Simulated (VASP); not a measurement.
# SnO (P1) in VASP: further runs

SnO is run at these levels: PBEsol; tasks: single point.

Program: VASP 6.6.1. These are calculated values, not measurements. Logs are shortened: lines on timing, memory, paths and dates and some standing lists are left out, and cuts for length are marked.

### 1 The cell of the first run

The typed cell holds 4 atoms: a = 3.355 Å, b = 5.674 Å, c = 4.222 Å, α = 90.00°, β = 90.00°, γ = 90.00°.

### 2 Single point, PBEsol (atom 1 (Sn) moved by (-0.225, -0.225) A along [1 1 0] and z)

File INCAR:

```
SYSTEM = SnO
PREC = Accurate
ENCUT = 600
EDIFF = 1E-6
ISMEAR = 0
SIGMA = 0.05
LREAL = .False.
LASPH = .True.
NELM = 120
ALGO = Normal
ISIF = 2
LWAVE = .False.
LCHARG = .False.
GGA = PS
NBANDS = 28
GGA_COMPAT = .False.
```

File KPOINTS:

```
Automatic mesh
0
Gamma
  8 6 6
  0 0 0
```

File POSCAR:

```
SnO
1.0
    3.3550050000      0.0000000000      0.0000000000
    0.0000000000      5.6741040000      0.0000000000
    0.0000000000      0.0000000000      4.2219700000
Sn O
2 2
Direct
   -0.0474213975      0.2038695024      0.4598513428
    0.5000000000      0.7680910000      0.0131440000
    0.0000000000      0.8912500000      0.7368570000
    0.5000000000      0.1087500000      0.2368570000
```

Potentials or basis: VASP PAW PBE potentials, release 64 (Sn_d, O).

The run is started by

```console
cat potpaw_PBE.64/Sn_d/POTCAR potpaw_PBE.64/O/POTCAR > POTCAR
mpirun -np 1 vasp_std > vasp.out
```

OUTCAR:

```text
SYSTEM = SnO
   PREC = Accurate
   ENCUT = 600
   EDIFF = 1E-6
   ISMEAR = 0
   LREAL = .False.
   LASPH = .True.
   NELM = 120
   ISIF = 2
   GGA = PS

 ion  position               nearest neighbor table
   1  0.953  0.204  0.460-   4 1.87   3 2.13   4 2.13   2 3.46   2 3.61   2 3.73
   2  0.500  0.768  0.013-   4 2.15   3 2.16   3 2.16   1 3.46   1 3.61   1 3.73
   3  0.000  0.891  0.737-   1 2.13   2 2.16   2 2.16
   4  0.500  0.109  0.237-   1 1.87   1 2.13   2 2.15

  LATTYP: Found a simple orthorhombic cell.
 ALAT       =     3.3550050000
 B/A-ratio  =     1.2584094510
 C/A-ratio  =     1.6912356315

  Lattice vectors:

 A1 = (  -3.3550050000,   0.0000000000,   0.0000000000)
 A2 = (   0.0000000000,   0.0000000000,   4.2219700000)
 A3 = (   0.0000000000,   5.6741040000,   0.0000000000)

Analysis of symmetry for initial positions (statically):
=====================================================================
 Subroutine PRICEL returns:
 Original cell was already a primitive cell.

 Routine SETGRP: Setting up the symmetry group for a
 simple orthorhombic supercell.

 Subroutine GETGRP returns: Found  1 space group operations
 (whereof  1 operations were pure point group operations)
 out of a pool of  8 trial point group operations.

The static configuration has the point symmetry C_1 .

Analysis of symmetry for dynamics (positions and initial velocities):
=====================================================================
 Subroutine PRICEL returns:
 Original cell was already a primitive cell.

 Routine SETGRP: Setting up the symmetry group for a
 simple orthorhombic supercell.

 Subroutine GETGRP returns: Found  1 space group operations
 (whereof  1 operations were pure point group operations)
 out of a pool of  8 trial point group operations.

The dynamic configuration has the point symmetry C_1 .

 Subroutine INISYM returns: Found  1 space group operations
 (whereof  1 operations are pure point group operations),
 and found     1 'primitive' translations

----------------------------------------------------------------------------------------

                                     Primitive cell

  volume of cell :      80.3722

  direct lattice vectors                    reciprocal lattice vectors
     3.355005000  0.000000000  0.000000000     0.298062149  0.000000000  0.000000000
     0.000000000  5.674104000  0.000000000     0.000000000  0.176239279  0.000000000
     0.000000000  0.000000000  4.221970000     0.000000000  0.000000000  0.236856254

  length of vectors
     3.355005000  5.674104000  4.221970000     0.298062149  0.176239279  0.236856254

  position of ions in fractional coordinates (direct lattice)
     0.952578602  0.203869502  0.459851343
     0.500000000  0.768091000  0.013144000
     0.000000000  0.891250000  0.736857000
     0.500000000  0.108750000  0.236857000

  ion indices of the primitive-cell ions
   primitive index   ion index
                 1           1
                 2           2
                 3           3
                 4           4

----------------------------------------------------------------------------------------

 KPOINTS: Automatic mesh

Automatic generation of k-mesh.
 Grid dimensions read from file:
 generate k-points for:    8    6    6

 Generating k-lattice:

  Cartesian coordinates                     Fractional coordinates (reciprocal lattice)
     0.037257769  0.000000000  0.000000000     0.125000000  0.000000000  0.000000000
     0.000000000  0.029373213  0.000000000     0.000000000  0.166666667  0.000000000
     0.000000000  0.000000000  0.039476042     0.000000000  0.000000000  0.166666667

  Length of vectors
     0.037257769  0.029373213  0.039476042

  Shift w.r.t. Gamma in fractional coordinates (k-lattice)
     0.000000000  0.000000000  0.000000000

 Subroutine IBZKPT returns following result:
 ===========================================

 Found    148 irreducible k-points:

 Following reciprocal coordinates:
            Coordinates               Weight
  0.000000  0.000000  0.000000      1.000000
  0.125000  0.000000  0.000000      2.000000
  0.250000  0.000000  0.000000      2.000000
  0.375000  0.000000  0.000000      2.000000
  0.500000  0.000000  0.000000      1.000000
  0.000000  0.166667  0.000000      2.000000
[... 16 lines left out ...]
  0.125000  0.500000  0.000000      2.000000
  0.250000  0.500000  0.000000      2.000000
 [... further k-points ...]
   k-points           NKPTS =    148   k-points in BZ     NKDIM =    148   number of bands    NBANDS=     28
   number of dos      NEDOS =    301   number of ions     NIONS =      4
   total plane-waves  NPLWV =  48384
   dimension x,y,z NGX =    28 NGY =   48 NGZ =   36
   dimension x,y,z NGXF=    56 NGYF=   96 NGZF=   72
   ions per type =               2   2
   NGX,Y,Z   is equivalent  to a cutoff of  13.87, 14.06, 14.18 a.u.
   NGXF,Y,Z  is equivalent  to a cutoff of  27.75, 28.13, 28.35 a.u.
 SYSTEM =  SnO
   PREC   = accura    normal or accurate (medium, high low for compatibility)
   ISTART =      0    job   : 0-new  1-cont  2-samecut
   ICHARG =      2    charge: 1-file 2-atom 10-const
   ISPIN  =      1    spin polarized calculation?
   LNONCOLLINEAR =      F non collinear calculations
   LSORBIT =      F    spin-orbit coupling
   LASPH  =      T    aspherical Exc in radial PAW
   ENCUT  =  600.0 eV  44.10 Ry    6.64 a.u.   6.70 11.33  8.43*2*pi/ulx,y,z
   NELM   =    120;   NELMIN=  2; NELMDL= -5     # of ELM steps
   EDIFF  = 0.1E-05   stopping-criterion for ELM
   LREAL  =      F    real-space projection
   EDIFFG = 0.1E-04   stopping-criterion for IOM
   NSW    =      0    number of steps for IOM
   IBRION =     -1    ionic relax: 0-MD 1-quasi-New 2-CG
   NFREE  =      0    steps in history (QN), initial steepest desc. (CG)
   ISIF   =      2    stress and relaxation
   ISYM   =      2    0-nonsym 1-usesym 2-fastsym
   POTIM  = 0.5000    time-step for ionic-motion
   TEBEG  =    0.0;   TEEND  =   0.0 temperature during run
   PSTRESS=    0.0 pullay stress
   NELECT =      40.0000    total number of electrons
   NUPDOWN=      -1.0000    fix difference up-down
   EMIN   =  10.00;   EMAX   =-10.00  energy-range for DOS
   EFERMI =   0.00;   METHOD = LEGACY
   ISMEAR =     0;   SIGMA  =   0.05  broadening in eV -4-tet -1-fermi 0-gaus
   EFERMI_NEDOS =   21; number of points for ismear=-14 and -15
   IALGO  =     38    algorithm
   IMIX   =      4    mixing-type and parameters
     AMIX     =   0.40;   BMIX     =  1.00
     AMIX_MAG =   1.60;   BMIX_MAG =  1.00
  volume/ion in A,a.u.               =      20.09       135.59
  Fermi-wavevector in a.u.,A,eV,Ry     =   1.297357  2.451650 22.900458  1.683136
  Thomas-Fermi vector in A             =   2.428755
   LORBIT       =      0    0 simple, 1 ext, 2 COOP (PROOUT), +10 PAW based schemes
   GGA     = PS    functional components
   LHFCALC =     F    Hartree Fock is set to
   AEXX    =    0.0000 exact exchange contribution
   IVDW    =     0    specifies the selected vdW correction
   LEPSILON=     F    determine dielectric tensor
   LRPA    =     F    only Hartree local field effects (RPA)
 non-spin polarized calculation
 Gauss-broadening in eV      SIGMA  =   0.05
  energy-cutoff  :      600.00
  volume of cell :       80.37
 maximum number of plane-waves:      2719
   NGX = 13   NGY = 23   NGZ = 17

 number of electron      39.9999998 magnetization

 Free energy of the ion-electron system (eV)
  ---------------------------------------------------
  ext. energy  EPLUGINS =         0.00000000
  ---------------------------------------------------
  free energy    TOTEN  =       -23.19017554 eV

  energy without entropy =      -23.19017554  energy(sigma->0) =      -23.19017554

 E-fermi :   5.2389     XC(G=0):  -9.6900

 val. band max:        5.0082118569   @ k =   0.0000   0.0000   0.0000
 cond. band min:       6.2513723172   @ k =   0.5000  -0.3333   0.1667
 fundamental gap:      1.2431604603
 Fermi energy:         5.2388900177

 k-point     1 :       0.0000    0.0000    0.0000
  band No.  band energies     occupation
      1     -16.8863      2.00000
      2     -16.2095      2.00000
      3     -16.0307      2.00000
      4     -16.0198      2.00000
      5     -15.9539      2.00000
      6     -15.9491      2.00000
[... 20 lines left out ...]
     27      13.6356      0.00000
     28      14.2225      0.00000

 k-point     2 :       0.1250    0.0000    0.0000
  band No.  band energies     occupation
      1     -16.8887      2.00000
      2     -16.2154      2.00000
      3     -16.0535      2.00000
      4     -16.0093      2.00000
      5     -15.9613      2.00000
      6     -15.9490      2.00000
[... 20 lines left out ...]
     27      13.1891      0.00000
     28      14.1421      0.00000

 k-point     3 :       0.2500    0.0000    0.0000
  band No.  band energies     occupation
      1     -16.9061      2.00000
      2     -16.2849      2.00000
      3     -16.0439      2.00000
      4     -15.9972      2.00000
      5     -15.9870      2.00000
      6     -15.9332      2.00000
[... 20 lines left out ...]
     27      12.8844      0.00000
     28      14.1116      0.00000

 k-point     4 :       0.3750    0.0000    0.0000
  band No.  band energies     occupation
      1     -16.9370      2.00000
      2     -16.3707      2.00000
      3     -16.0178      2.00000
      4     -16.0062      2.00000
      5     -15.9885      2.00000
      6     -15.9055      2.00000
[... 20 lines left out ...]
     27      13.1715      0.00000
     28      14.0883      0.00000

 k-point     5 :       0.5000    0.0000    0.0000
  band No.  band energies     occupation
      1     -16.9529      2.00000
      2     -16.4046      2.00000
      3     -16.0216      2.00000
      4     -16.0007      2.00000
      5     -15.9853      2.00000
      6     -15.8898      2.00000
[... 20 lines left out ...]
     27      13.7823      0.00000
     28      14.0449      0.00000

 k-point     6 :       0.0000    0.1667    0.0000
  band No.  band energies     occupation
      1     -16.8855      2.00000
      2     -16.2099      2.00000
      3     -16.0305      2.00000
      4     -16.0195      2.00000
      5     -15.9533      2.00000
      6     -15.9491      2.00000
[... 463 lines left out ...]
      5     -15.9851      2.00000
      6     -15.8908      2.00000
[... 20 lines left out ...]
     27      13.2565      0.00000
     28      13.6503      0.00000

 k-point    22 :       0.0000    0.5000    0.0000
  band No.  band energies     occupation
      1     -16.8830      2.00000
      2     -16.2110      2.00000
      3     -16.0298      2.00000
      4     -16.0187      2.00000
      5     -15.9512      2.00000
      6     -15.9493      2.00000
[... 20 lines left out ...]
     27      14.7392      0.00000
     28      14.8813      0.00000

 k-point    23 :       0.1250    0.5000    0.0000
  band No.  band energies     occupation
      1     -16.8860      2.00000
      2     -16.2159      2.00000
      3     -16.0545      2.00000
      4     -16.0082      2.00000
      5     -15.9620      2.00000
      6     -15.9463      2.00000
[... 20 lines left out ...]
     27      13.7515      0.00000
     28      14.7607      0.00000

 k-point    24 :       0.2500    0.5000    0.0000
  band No.  band energies     occupation
      1     -16.9048      2.00000
      2     -16.2864      2.00000
      3     -16.0445      2.00000
      4     -15.9961      2.00000
      5     -15.9884      2.00000
      6     -15.9312      2.00000
[... 20 lines left out ...]
     27      13.3128      0.00000
     28      14.5650      0.00000

 [... further k-points ...]

------------------------ aborting loop because EDIFF is reached ----------------------------------------

  FORCE on cell =-STRESS in cart. coord.  units (eV):
  Direction    XX          YY          ZZ          XY          YZ          ZX
  --------------------------------------------------------------------------------------
  -------------------------------------------------------------------------------------
  Total        4.7368850      1.9039796      2.1411656      1.8533293      2.2946884      2.5844704
  in kB       94.4273537     37.9548479     42.6830297     36.9451612     45.7434275     51.5200816
  external PRESSURE =      58.3550771 kB  Pullay stress =       0.0000000 kB

 VOLUME and BASIS-vectors are now :
 -----------------------------------------------------------------------------
  energy-cutoff  :      600.00
  volume of cell :       80.37
      direct lattice vectors                 reciprocal lattice vectors
     3.355005000  0.000000000  0.000000000     0.298062149  0.000000000  0.000000000
     0.000000000  5.674104000  0.000000000     0.000000000  0.176239279  0.000000000
     0.000000000  0.000000000  4.221970000     0.000000000  0.000000000  0.236856254

 POSITION                                       TOTAL-FORCE (eV/Angst)
 -----------------------------------------------------------------------------------
      3.19591      1.15678      1.94148         2.987446      2.657960      3.079420
      1.67750      4.35823      0.05549        -0.067011     -0.418862     -0.471430
      0.00000      5.05705      3.11099        -0.125203     -0.110199     -0.000675
      1.67750      0.61706      1.00000        -2.795233     -2.128900     -2.607314
 -----------------------------------------------------------------------------------
    total drift:                               -0.000538      0.000224     -0.000226

  FREE ENERGIE OF THE ION-ELECTRON SYSTEM (eV)
  ---------------------------------------------------
  free  energy   TOTEN  =       -23.1901755438 eV

  energy  without entropy=      -23.1901755438  energy(sigma->0) =      -23.19017554
```

It took 6.1 min on 1 thread of Oxide Virtual Turin-like, shared host; peak memory 0.42 GiB.

What came out:

- Free energy: -23.1902 eV
- Pressure: 5.8 GPa
- Largest force: 5.047 eV/Å
- Band gap on the k mesh: 1.24 eV (least direct gap 1.72 eV)

Forces in eV/Å, atoms in the order of the input:
```
Sn   2.987  2.658  3.079
Sn  -0.067 -0.419 -0.471
O   -0.125 -0.110 -0.001
O   -2.795 -2.129 -2.607
```

Levels at points of the mesh, in eV from the valence-band top:
```tsv
k point	band 18	band 19	band 20	band 21	band 22	band 23
(0.00, 0.00, 0.00)	-3.36	-2.68	0.00	2.15	2.81	5.08
(0.50, 0.00, 0.00)	-2.94	-1.54	-0.96	1.92	3.27	5.13
(0.00, 0.50, 0.00)	-3.37	-2.28	-1.44	2.77	3.79	4.43
(0.50, 0.50, 0.00)	-3.02	-1.24	-0.70	1.36	2.36	5.92
(0.00, 0.00, 0.50)	-3.54	-2.17	-1.53	2.04	2.38	4.46
(0.50, 0.00, 0.50)	-3.35	-1.53	-0.62	1.77	2.49	4.34
(0.00, 0.50, 0.50)	-3.36	-1.98	-1.19	1.43	1.86	5.03
(0.50, 0.50, 0.50)	-3.57	-0.96	-0.25	2.38	2.79	3.91
```

Caveat: the cell differs from its parent crystal (atom 1 (Sn) moved by (-0.225, -0.225) A along [1 1 0] and z); the stress differs along the axes, from 4 to 9 GPa; the PAW data sets were made with another functional, which shifts forces and pressure a little; spin-orbit coupling is left out, which moves the levels of the heavy elements. A k mesh can miss the band edges.

(Part 1 of 2 ends here.)
